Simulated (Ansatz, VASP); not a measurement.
CsVTeO6: VASP beside Ansatz

File POSCAR:

```
CsVTeO6
1.0
   -3.5591760000      3.6369210000      5.0913360000
    3.5591760000     -3.6369210000      5.0913360000
    3.5591760000      3.6369210000     -5.0913360000
Cs V Te O
2 2 2 12
Direct
    0.8704170000      0.6204170000      0.2500000000
    0.1295830000      0.3795830000      0.7500000000
    0.5000000000      0.0000000000      0.0000000000
    0.5000000000      0.5000000000      0.5000000000
    0.5000000000      0.0000000000      0.5000000000
    0.0000000000      0.0000000000      0.0000000000
    0.8278340000      0.0778340000      0.7500000000
    0.4494220000      0.6994220000      0.7500000000
    0.8149830000      0.6799000000      0.7419050000
    0.4379950000      0.0730780000      0.7580950000
    0.8149830000      0.0730780000      0.1350830000
    0.4379950000      0.6799000000      0.3649170000
    0.1721660000      0.9221660000      0.2500000000
    0.5505780000      0.3005780000      0.2500000000
    0.1850170000      0.3201000000      0.2580950000
    0.5620050000      0.9269220000      0.2419050000
    0.1850170000      0.9269220000      0.8649170000
    0.5620050000      0.3201000000      0.6350830000
```

File INCAR.step1:

```
PREC = Accurate
ENCUT = 520
ISMEAR = -1
SIGMA = 0.02
LREAL = Auto
LASPH = True
NELM = 100
NBANDS = 79
GGA = PE
ALGO = Normal
EDIFF = 1E-4
LWAVE = True
LCHARG = False
```

INCAR.step2

```
PREC = Accurate
ENCUT = 520
EDIFF = 1E-8
ISMEAR = -1
SIGMA = 0.02
LREAL = Auto
LASPH = True
NELM = 100
ALGO = Normal
ISIF = 2
LWAVE = False
LCHARG = False
METAGGA = R2SCAN
LMIXTAU = True
LEFG = True
NBANDS = 79
ISTART = 1
```

Contents of KPOINTS:

```
Automatic mesh
0
Gamma
  5 5 5
```

Input for Ansatz:

```yaml
crystal:
  lattice:
    - [-3.559176, 3.636921, 5.091336]
    - [3.559176, -3.636921, 5.091336]
    - [3.559176, 3.636921, -5.091336]
  atoms:
    - { symbol: Cs, position: [0.870417, 0.620417, 0.25] }
    - { symbol: Cs, position: [0.129583, 0.379583, 0.75] }
    - { symbol: V, position: [0.5, 0.0, 0.0] }
    - { symbol: V, position: [0.5, 0.5, 0.5] }
    - { symbol: Te, position: [0.5, 0.0, 0.5] }
    - { symbol: Te, position: [0.0, 0.0, 0.0] }
    - { symbol: O, position: [0.827834, 0.077834, 0.75] }
    - { symbol: O, position: [0.449422, 0.699422, 0.75] }
    - { symbol: O, position: [0.814983, 0.6799, 0.741905] }
    - { symbol: O, position: [0.437995, 0.073078, 0.758095] }
    - { symbol: O, position: [0.814983, 0.073078, 0.135083] }
    - { symbol: O, position: [0.437995, 0.6799, 0.364917] }
    - { symbol: O, position: [0.172166, 0.922166, 0.25] }
    - { symbol: O, position: [0.550578, 0.300578, 0.25] }
    - { symbol: O, position: [0.185017, 0.3201, 0.258095] }
    - { symbol: O, position: [0.562005, 0.926922, 0.241905] }
    - { symbol: O, position: [0.185017, 0.926922, 0.864917] }
    - { symbol: O, position: [0.562005, 0.3201, 0.635083] }
kpoints:
  mp_grid: { grid: [5, 5, 5] }
scf:
  occupations: { method: fermi_dirac, width: 0.02 }
hamiltonian:
  xc: r2scan
  pseudopotentials: { kind: paw }
output:
  forces: true
  stress: true
  populations: true
  efg:
    quadrupole_moments_barn: { Cs: -0.00343, V: -0.052, O: -0.02558 }
    contact_densities: true
  write_density: true
  write_potential: true
  elf: true
  volumetric_format: npy
```

Alike in both runs: task electric field gradients; functional r2SCAN; k mesh 5 × 5 × 5; occupations fermi-dirac, width 0.02 eV; no spin polarisation.

|  | VASP | Ansatz |
| --- | --- | --- |
| version | VASP 6.6.1 | Ansatz 0.2.0 |
| potentials or method | VASP PAW PBE potentials, release 64 (Cs_sv, V_sv, Te, O) | plane-wave PAW, scalar-relativistic |
| plane-wave cutoff (eV) | 520 | 500 |
| valence electrons in the cell | 128 | 148 |

VASP gave:

- gap on the k mesh at the Fermi level (eV): 1.85
- pressure (GPa): -6.8
- traceless stress, the component that is largest in VASP (GPa): -0.28
- rms of the force components (eV/Å): 0.206
- size of Vzz on the site where it differs most (V/Å²): 109.6

What did Ansatz give for the same quantities?

gap on the k mesh at the Fermi level (eV): 1.84; pressure (GPa): -6.7; traceless stress, the component that is largest in VASP (GPa): -0.36; rms of the force components (eV/Å): 0.208; size of Vzz on the site where it differs most (V/Å²): 113.0.

VASP's potentials were made for PBE, not for r2SCAN. Atom by atom the forces differ by 0.033 eV/Å (rms over components). With one functional, cell and mesh, what is left measures potentials, basis and numerics. VASP's potentials hold 128 valence electrons a cell and Ansatz's 148, so a difference there can come from the potentials and not from the codes.

Neither program's run includes spin-orbit coupling.
